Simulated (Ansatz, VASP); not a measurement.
**Two plane-wave programs on Sc**

The input POSCAR:

```
Sc
1.0
    0.0000000000      2.3254878802      2.3254878802
    2.3254878802      0.0000000000      2.3254878802
    2.3254878802      2.3254878802      0.0000000000
Sc
1
Direct
    0.0000000000      0.0000000000      0.0000000000
```

Contents of INCAR.step1:

```
PREC = Accurate
ENCUT = 520
ISMEAR = 0
SIGMA = 0.1
LREAL = F
LASPH = T
NELM = 100
NBANDS = 12
GGA = PE
ALGO = Normal
EDIFF = 1E-4
LWAVE = T
LCHARG = F
```

INCAR.step2

```
PREC = Accurate
ENCUT = 520
EDIFF = 1E-7
ISMEAR = 0
SIGMA = 0.1
LREAL = F
LASPH = T
NELM = 100
ALGO = Normal
ISIF = 2
LWAVE = F
LCHARG = F
METAGGA = R2SCAN
LMIXTAU = T
NBANDS = 12
ISTART = 1
```

The input KPOINTS:

```
regular mesh
0
Gamma
  8 8 8
```

Input for Ansatz:

```yaml
crystal:
  lattice:
    - [3.7012003418775945e-18, 2.325487880186611, 2.325487880186611]
    - [2.325487880186611, -1.850600170938797e-18, 2.325487880186611]
    - [2.325487880186611, 2.325487880186611, -3.0843336182313275e-18]
  atoms:
    - { symbol: Sc, position: [9.392410356295283e-34, -7.766800871551869e-34, -6.683061215056258e-34] }
kpoints:
  mp_grid:
    grid: [8, 8, 8]
hamiltonian:
  xc: r2scan
  pseudopotentials:
    kind: paw
scf:
  occupations:
    method: gaussian
    width: 0.1
output:
  forces: true
  stress: true
```

Alike in both runs: task single point; functional r2SCAN; k mesh 8 × 8 × 8; occupations gaussian, width 0.1 eV; no spin polarisation.

|  | VASP | Ansatz |
| --- | --- | --- |
| version | VASP 6.6.1 | Ansatz 0.2.0 |
| potentials or method | VASP PAW PBE potentials, release 64 (Sc_sv) | plane waves, PAW |
| plane-wave cutoff (eV) | 520 | 500 |
| valence electrons in the cell | 11 | 11 |

```csv
,VASP,Ansatz,Ansatz less VASP
pressure (GPa),0.2,0.0,-0.18
```

VASP's potentials were made for PBE, not for r2SCAN. The functional is the same, so the differences come from potentials, cutoffs and numerics.
